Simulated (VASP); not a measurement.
Set up this calculation in VASP 6.6.1, as the native input.

```
Task                   : single point
Functional             : LDA
Potentials or basis    : VASP PAW LDA potentials, release 64 (As)
Cutoff                 : 520 eV
k mesh                 : 9 × 9 × 1
Occupations            : gaussian, width 0.02 eV
Spin                   : no spin polarisation
Dipole correction      : yes
Further INCAR settings : ALGO = Normal; EDIFF = 1e-06; NBANDS = 12
```

The structure of As lies in POSCAR:

```
As
1.0
    3.4070000000      0.0000000000      0.0000000000
   -1.7035000000      2.9505485507      0.0000000000
    0.0000000000      0.0000000000     28.0000000000
As
2
Direct
    0.3333333333      0.6666666667      0.5370000000
    0.6666666667      0.3333333333      0.4630000000
```

These files were run (other wordings do the same):

INCAR

```
PREC = Accurate
ENCUT = 520
EDIFF = 1E-6
ISMEAR = 0
SIGMA = 0.02
LREAL = False
LASPH = True
NELM = 80
ALGO = Normal
ISIF = 2
LWAVE = False
LCHARG = False
LDIPOL = True
IDIPOL = 3
DIPOL = 0.5 0.5 0.500
GGA = CA
NBANDS = 12
```

KPOINTS

```
Automatic mesh
0
Gamma
  9 9 1
```

Potentials or basis: VASP PAW LDA potentials, release 64 (As).

Command:

```console
$ cat potpaw_LDA.64/As/POTCAR > POTCAR
$ mpirun -np 1 vasp_std > vasp.out
```

It gave:

* Largest force: 2.450 eV/Å
* Band gap on the k mesh: zero (bands 5 and 6 overlap by 2.31 eV)

It took 82 s on 1 thread of Intel(R) Xeon(R) 6975P-C (Granite Rapids), on a shared host, peak memory 0.3 GiB.
